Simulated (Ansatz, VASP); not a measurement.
**C: VASP beside Ansatz**

```xyz
2
Lattice="0.0000 1.7834 1.7834 1.7834 0.0000 1.7834 1.7834 1.7834 0.0000" Properties=species:S:1:pos:R:3 pbc="T T T"
C     2.0084    1.7834    1.7834
C     2.6751    2.6751    2.6751
```

Change from the starting cell: one atom moved.

Alike in both runs: task single point; functional PBE; k mesh 12 × 12 × 12; occupations gaussian, width 0.02 eV; no spin polarisation.

```csv
,VASP,Ansatz
version,VASP 6.6.1,Ansatz 0.2.0
potentials or method,"VASP PAW PBE potentials, release 64 (C), cutoff 520 eV","scalar-relativistic, plane waves, PAW"
valence electrons in the cell,8,8
```

Ansatz gave:

```
gap on the k mesh at the Fermi level (eV)                     : 0.45
least direct gap on the mesh (eV)                             : 0.56
pressure (GPa)                                                : 18.7
traceless stress, the component that is largest in VASP (GPa) : 8.81
rms of the force components (eV/Å)                            : 4.249
```

Estimate VASP's values.

gap on the k mesh at the Fermi level (eV): 0.45; least direct gap on the mesh (eV): 0.56; pressure (GPa): 19.3; traceless stress, the component that is largest in VASP (GPa): 9.46; rms of the force components (eV/Å): 4.263.

Atom by atom the forces differ by 0.014 eV/Å (rms over components).
